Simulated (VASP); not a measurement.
# BiAs (rocksalt type) (Fm-3m) in VASP: notebook

BiAs (rocksalt type) is run at these levels: PBE; tasks: single point.

All numbers are computed with VASP 6.6.1; they aren't measurements. Logs are shortened: lines on timing, memory, paths and dates and some standing lists are left out, and cuts for length are marked.

### 1 The cell of the first run

Symmetry: Fm-3m, No. 225, cubic system. Conventional cell: a = 5.357 Å, b = 5.357 Å, c = 5.357 Å, α = 90.00°, β = 90.00°, γ = 90.00°. Bi (site symmetry m-3m) has 6 As at 2.68 Å within 3.5 Å. Within 3.5 Å of As (site symmetry m-3m) lie 6 Bi at 2.68 Å.

### 2 Single point, PBE (volume scaled by 0.7)

File INCAR:

```
SYSTEM = BiAs
PREC = Accurate
ENCUT = 520
EDIFF = 1E-7
ISMEAR = -1
SIGMA = 0.05
LREAL = .False.
LASPH = .True.
NELM = 80
ALGO = Normal
ISIF = 2
LWAVE = .False.
LCHARG = .False.
GGA = PE
NBANDS = 17
```

File KPOINTS:

```
Automatic mesh
0
Gamma
  13 13 13
  0 0 0
```

File POSCAR:

```
BiAs
1.0
    0.0000000000      2.6782737173      2.6782737173
    2.6782737173      0.0000000000      2.6782737173
    2.6782737173      2.6782737173      0.0000000000
Bi As
1 1
Direct
    0.0000000000      0.0000000000      0.0000000000
    0.5000000000      0.5000000000      0.5000000000
```

Potentials or basis: VASP PAW PBE potentials, release 64 (Bi_d, As).

Started as:

```sh
$ cat potpaw_PBE.64/Bi_d/POTCAR potpaw_PBE.64/As/POTCAR > POTCAR
$ mpirun -np 1 vasp_std > vasp.out
```

OUTCAR:

```text
SYSTEM = BiAs
   PREC = Accurate
   ENCUT = 520
   EDIFF = 1E-7
   ISMEAR = -1
   LREAL = .False.
   LASPH = .True.
   NELM = 80
   ISIF = 2
   GGA = PE

 ion  position               nearest neighbor table
   1  0.000  0.000  0.000-   2 2.68   2 2.68   2 2.68   2 2.68   2 2.68   2 2.68
   2  0.500  0.500  0.500-   1 2.68   1 2.68   1 2.68   1 2.68   1 2.68   1 2.68

  LATTYP: Found a face centered cubic cell.
 ALAT       =     5.3565474346

  Lattice vectors:

 A1 = (   0.0000000000,   2.6782737173,   2.6782737173)
 A2 = (   2.6782737173,   0.0000000000,   2.6782737173)
 A3 = (   2.6782737173,   2.6782737173,   0.0000000000)

Analysis of symmetry for initial positions (statically):
=====================================================================
 Subroutine PRICEL returns:
 Original cell was already a primitive cell.

 Routine SETGRP: Setting up the symmetry group for a
 face centered cubic supercell.

 Subroutine GETGRP returns: Found 48 space group operations
 (whereof 48 operations were pure point group operations)
 out of a pool of 48 trial point group operations.

The static configuration has the point symmetry O_h .

Analysis of symmetry for dynamics (positions and initial velocities):
=====================================================================
 Subroutine PRICEL returns:
 Original cell was already a primitive cell.

 Routine SETGRP: Setting up the symmetry group for a
 face centered cubic supercell.

 Subroutine GETGRP returns: Found 48 space group operations
 (whereof 48 operations were pure point group operations)
 out of a pool of 48 trial point group operations.

The dynamic configuration has the point symmetry O_h .

 Subroutine INISYM returns: Found 48 space group operations
 (whereof 48 operations are pure point group operations),
 and found     1 'primitive' translations

----------------------------------------------------------------------------------------

                                     Primitive cell

  volume of cell :      38.4233

  direct lattice vectors                    reciprocal lattice vectors
     0.000000000  2.678273717  2.678273717    -0.186687416  0.186687416  0.186687416
     2.678273717  0.000000000  2.678273717     0.186687416 -0.186687416  0.186687416
     2.678273717  2.678273717  0.000000000     0.186687416  0.186687416 -0.186687416

  length of vectors
     3.787651015  3.787651015  3.787651015     0.323352090  0.323352090  0.323352090

  position of ions in fractional coordinates (direct lattice)
     0.000000000  0.000000000  0.000000000
     0.500000000  0.500000000  0.500000000

  ion indices of the primitive-cell ions
   primitive index   ion index
                 1           1
                 2           2

----------------------------------------------------------------------------------------

 KPOINTS: Automatic mesh

Automatic generation of k-mesh.
 Grid dimensions read from file:
 generate k-points for:   13   13   13

 Generating k-lattice:

  Cartesian coordinates                     Fractional coordinates (reciprocal lattice)
    -0.014360570  0.014360570  0.014360570     0.076923077  0.000000000  0.000000000
     0.014360570 -0.014360570  0.014360570     0.000000000  0.076923077  0.000000000
     0.014360570  0.014360570 -0.014360570     0.000000000  0.000000000  0.076923077

  Length of vectors
     0.024873238  0.024873238  0.024873238

  Shift w.r.t. Gamma in fractional coordinates (k-lattice)
     0.000000000  0.000000000  0.000000000

 Subroutine IBZKPT returns following result:
 ===========================================

 Found     84 irreducible k-points:

 Following reciprocal coordinates:
            Coordinates               Weight
  0.000000  0.000000  0.000000      1.000000
  0.076923  0.000000  0.000000      8.000000
  0.153846  0.000000  0.000000      8.000000
  0.230769  0.000000  0.000000      8.000000
  0.307692  0.000000  0.000000      8.000000
  0.384615  0.000000  0.000000      8.000000
[... 16 lines left out ...]
  0.384615  0.153846  0.000000     24.000000
  0.461538  0.153846  0.000000     24.000000
 [... further k-points ...]
   k-points           NKPTS =     84   k-points in BZ     NKDIM =     84   number of bands    NBANDS=     17
   number of dos      NEDOS =    301   number of ions     NIONS =      2
   total plane-waves  NPLWV =  21952
   dimension x,y,z NGX =    28 NGY =   28 NGZ =   28
   dimension x,y,z NGXF=    56 NGYF=   56 NGZF=   56
   ions per type =               1   1
   NGX,Y,Z   is equivalent  to a cutoff of  12.29, 12.29, 12.29 a.u.
   NGXF,Y,Z  is equivalent  to a cutoff of  24.58, 24.58, 24.58 a.u.
 SYSTEM =  BiAs
   PREC   = accura    normal or accurate (medium, high low for compatibility)
   ISTART =      0    job   : 0-new  1-cont  2-samecut
   ICHARG =      2    charge: 1-file 2-atom 10-const
   ISPIN  =      1    spin polarized calculation?
   LNONCOLLINEAR =      F non collinear calculations
   LSORBIT =      F    spin-orbit coupling
   LASPH  =      T    aspherical Exc in radial PAW
   ENCUT  =  520.0 eV  38.22 Ry    6.18 a.u.   7.04  7.04  7.04*2*pi/ulx,y,z
   NELM   =     80;   NELMIN=  2; NELMDL= -5     # of ELM steps
   EDIFF  = 0.1E-06   stopping-criterion for ELM
   LREAL  =      F    real-space projection
   EDIFFG = 0.1E-05   stopping-criterion for IOM
   NSW    =      0    number of steps for IOM
   IBRION =     -1    ionic relax: 0-MD 1-quasi-New 2-CG
   NFREE  =      0    steps in history (QN), initial steepest desc. (CG)
   ISIF   =      2    stress and relaxation
   ISYM   =      2    0-nonsym 1-usesym 2-fastsym
   POTIM  = 0.5000    time-step for ionic-motion
   TEBEG  =    0.0;   TEEND  =   0.0 temperature during run
   PSTRESS=    0.0 pullay stress
   NELECT =      20.0000    total number of electrons
   NUPDOWN=      -1.0000    fix difference up-down
   EMIN   =  10.00;   EMAX   =-10.00  energy-range for DOS
   EFERMI =   0.00;   METHOD = LEGACY
   ISMEAR =    -1;   SIGMA  =   0.05  broadening in eV -4-tet -1-fermi 0-gaus
   EFERMI_NEDOS =   21; number of points for ismear=-14 and -15
   IALGO  =     38    algorithm
   IMIX   =      4    mixing-type and parameters
     AMIX     =   0.40;   BMIX     =  1.00
     AMIX_MAG =   1.60;   BMIX_MAG =  1.00
  volume/ion in A,a.u.               =      19.21       129.65
  Fermi-wavevector in a.u.,A,eV,Ry     =   1.316901  2.488582 23.595616  1.734229
  Thomas-Fermi vector in A             =   2.446980
   LORBIT       =      0    0 simple, 1 ext, 2 COOP (PROOUT), +10 PAW based schemes
   GGA     = PE    functional components
   LHFCALC =     F    Hartree Fock is set to
   AEXX    =    0.0000 exact exchange contribution
   IVDW    =     0    specifies the selected vdW correction
   LEPSILON=     F    determine dielectric tensor
   LRPA    =     F    only Hartree local field effects (RPA)
 non-spin polarized calculation
  energy-cutoff  :      520.00
  volume of cell :       38.42
 maximum number of plane-waves:      1047
   NGX = 15   NGY = 15   NGZ = 15

 number of electron      19.9999992 magnetization

 Free energy of the ion-electron system (eV)
  ---------------------------------------------------
  ext. energy  EPLUGINS =         0.00000000
  ---------------------------------------------------
  free energy    TOTEN  =        -6.67265823 eV

  energy without entropy =       -6.66747037  energy(sigma->0) =       -6.67006430

 E-fermi :  11.2534     XC(G=0): -11.6296

 val. band max:       11.2381889729   @ k =   0.2308   0.1538   0.0769
 cond. band min:      11.2954721875   @ k =  -0.3077   0.0769   0.0000
 fundamental gap:      0.0572832146
 Fermi energy:        11.2534048714

 k-point     1 :       0.0000    0.0000    0.0000
  band No.  band energies     occupation
      1     -12.4359      2.00000
      2     -12.4359      2.00000
      3     -12.4153      2.00000
      4     -12.4153      2.00000
      5     -12.4153      2.00000
      6      -5.8971      2.00000
[... 9 lines left out ...]
     16      16.5867      0.00000
     17      17.5484      0.00000

 k-point     2 :       0.0769    0.0000    0.0000
  band No.  band energies     occupation
      1     -12.4380      2.00000
      2     -12.4380      2.00000
      3     -12.4148      2.00000
      4     -12.4121      2.00000
      5     -12.4121      2.00000
      6      -5.8024      2.00000
[... 9 lines left out ...]
     16      16.7971      0.00000
     17      18.5712      0.00000

 k-point     3 :       0.1538    0.0000    0.0000
  band No.  band energies     occupation
      1     -12.4452      2.00000
      2     -12.4452      2.00000
      3     -12.4140      2.00000
      4     -12.4019      2.00000
      5     -12.4019      2.00000
      6      -5.5180      2.00000
[... 9 lines left out ...]
     16      17.2690      0.00000
     17      20.3497      0.00000

 k-point     4 :       0.2308    0.0000    0.0000
  band No.  band energies     occupation
      1     -12.4564      2.00000
      2     -12.4564      2.00000
      3     -12.4130      2.00000
      4     -12.3865      2.00000
      5     -12.3865      2.00000
      6      -5.0445      2.00000
[... 9 lines left out ...]
     16      17.9882      0.00000
     17      22.4418      0.00000
[... 343 lines left out ...]
      1     -12.4922      2.00000
      2     -12.4362      2.00000
      3     -12.4236      2.00000
      4     -12.3755      2.00000
      5     -12.3648      2.00000
      6      -4.5071      2.00000
[... 9 lines left out ...]
     16      20.1294      0.00000
     17      22.9156      0.00000

 k-point    23 :       0.3846    0.1538    0.0000
  band No.  band energies     occupation
      1     -12.5017      2.00000
      2     -12.4476      2.00000
      3     -12.4171      2.00000
      4     -12.3677      2.00000
      5     -12.3506      2.00000
      6      -3.7910      2.00000
[... 9 lines left out ...]
     16      21.0961      0.00000
     17      24.0794      0.00000

 k-point    24 :       0.4615    0.1538    0.0000
  band No.  band energies     occupation
      1     -12.5056      2.00000
      2     -12.4591      2.00000
      3     -12.4093      2.00000
      4     -12.3622      2.00000
      5     -12.3428      2.00000
      6      -2.9030      2.00000
[... 9 lines left out ...]
     16      22.1970      0.00000
     17      22.8334      0.00000

 [... further k-points ...]
[... 5 lines left out ...]
  --------------------------------------------------------------------------------------
  -------------------------------------------------------------------------------------
  Total       11.8460027     11.8460027     11.8460027      0.0000000      0.0000000      0.0000000
  in kB      493.9551696    493.9551696    493.9551696      0.0000000      0.0000000      0.0000000
  external PRESSURE =     493.9551696 kB  Pullay stress =       0.0000000 kB

 VOLUME and BASIS-vectors are now :
 -----------------------------------------------------------------------------
  energy-cutoff  :      520.00
  volume of cell :       38.42
      direct lattice vectors                 reciprocal lattice vectors
     0.000000000  2.678273717  2.678273717    -0.186687416  0.186687416  0.186687416
     2.678273717  0.000000000  2.678273717     0.186687416 -0.186687416  0.186687416
     2.678273717  2.678273717  0.000000000     0.186687416  0.186687416 -0.186687416

 POSITION                                       TOTAL-FORCE (eV/Angst)
 -----------------------------------------------------------------------------------
      0.00000      0.00000      0.00000         0.000000      0.000000     -0.000000
      2.67827      2.67827      2.67827        -0.000000      0.000000      0.000000
 -----------------------------------------------------------------------------------
    total drift:                               -0.000000      0.000000      0.000000

  FREE ENERGIE OF THE ION-ELECTRON SYSTEM (eV)
  ---------------------------------------------------
  free  energy   TOTEN  =        -6.6726582305 eV

  energy  without entropy=       -6.6674703717  energy(sigma->0) =       -6.67006430
```

Run time: 52 s. Hardware: 1 thread of AMD EPYC 7R43 (Zen 3), shared host; peak memory 0.16 GiB.

Results:

- Free energy: -6.6727 eV
- Pressure: 49.4 GPa
- Band gap on the k mesh: zero (band 10 reaches 11.69 eV, above the bottom of band 11 at 10.89 eV)

Levels at points of the mesh, in eV from the Fermi level:
| k point | band 7 | band 8 | band 9 | band 10 | band 11 | band 12 | band 13 | band 14 |
| --- | --- | --- | --- | --- | --- | --- | --- | --- |
| (0.00, 0.00, 0.00) | -4.36 | -2.63 | -2.63 | -2.63 | 4.74 | 4.74 | 4.74 | 5.33 |

Caveat: spin-orbit coupling is left out, which moves the levels of the heavy elements.

### 3 Single point, PBE (volume scaled by 0.8)

File INCAR:

```
PREC     = Accurate       # precision mode
ENCUT    = 520            # plane-wave cutoff, eV
EDIFF    = 1E-7           # SCF threshold, eV
ISMEAR   = -1             # smearing method
SIGMA    = 0.05           # smearing width, eV
LREAL    = False          # projectors in reciprocal space
LASPH    = True           # aspherical terms in the spheres
NELM     = 80             # most SCF steps
ALGO     = Normal         # electronic algorithm
ISIF     = 2              # what is computed and relaxed
LWAVE    = False          # write WAVECAR
LCHARG   = False          # write CHGCAR
GGA      = PE             # functional
NBANDS   = 17             # bands
```

File KPOINTS:

```
Automatic mesh
0
Gamma
  13 13 13
```

File POSCAR:

```
BiAs
1.0
    0.0000000000      2.8001778019      2.8001778019
    2.8001778019      0.0000000000      2.8001778019
    2.8001778019      2.8001778019      0.0000000000
Bi As
1 1
Direct
    0.0000000000      0.0000000000      0.0000000000
    0.5000000000      0.5000000000      0.5000000000
```

Potentials or basis: VASP PAW PBE potentials, release 64 (Bi_d, As).

Started as:

```sh
$ cat potpaw_PBE.64/Bi_d/POTCAR potpaw_PBE.64/As/POTCAR > POTCAR
$ mpirun -np 1 vasp_std > vasp.out
```

It took 63 s on 1 thread of AMD EPYC 7R43 (Zen 3), shared host; peak memory 0.18 GiB.

It converged, with:

```yaml
Free_energy: -7.8724 eV
Pressure: 23.1 GPa
Band_gap_on_the_k_mesh: zero (band 10 reaches 9.22 eV, above the bottom of band 11 at 9.01 eV)
```

Levels at points of the mesh, in eV from the Fermi level:
| k point | band 7 | band 8 | band 9 | band 10 | band 11 | band 12 | band 13 | band 14 |
| --- | --- | --- | --- | --- | --- | --- | --- | --- |
| (0.00, 0.00, 0.00) | -5.31 | -2.17 | -2.17 | -2.17 | 4.33 | 4.33 | 4.33 | 5.52 |

Caveat: spin-orbit coupling is left out, which moves the levels of the heavy elements.

[end of part 1 of 2]
